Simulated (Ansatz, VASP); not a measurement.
# Two plane-wave programs on TiB

```
Ti B
1.0
     3.83134    0.00000    0.00000
    -1.91567    3.31804    0.00000
     0.00000    0.00000    4.41453
Ti B
2 2
Direct
  0.00000 0.00000 0.93749
  0.33333 0.66667 0.43749
  0.00000 0.00000 0.43751
  0.33333 0.66667 0.93751
```

Alike in both runs: functional PBEsol; k mesh 6 × 6 × 4; occupations gaussian, width 0.1 eV; no spin polarisation.

Ansatz relaxed the structure, and its values are those at the end. VASP's run is a single point on that final structure, the one shown.

|  | VASP | Ansatz |
| --- | --- | --- |
| version | VASP 6.6.1 | Ansatz 0.2.0 |
| potentials or method | VASP PAW PBE potentials, release 64 (Ti_sv, B), cutoff 520 eV | scalar-relativistic, plane waves, PAW |
| valence electrons in the cell | 30 | 30 |

```csv
,VASP,Ansatz,Ansatz less VASP
gap on the k mesh at the Fermi level (eV),none,none,-
pressure (GPa),-0.2,-0.3,-0.07
```

VASP's potentials were made for PBE, not for PBEsol. A gap of «none» marks a metal or a gap that the smearing closes. With one functional, cell and mesh, what is left measures potentials, basis and numerics.
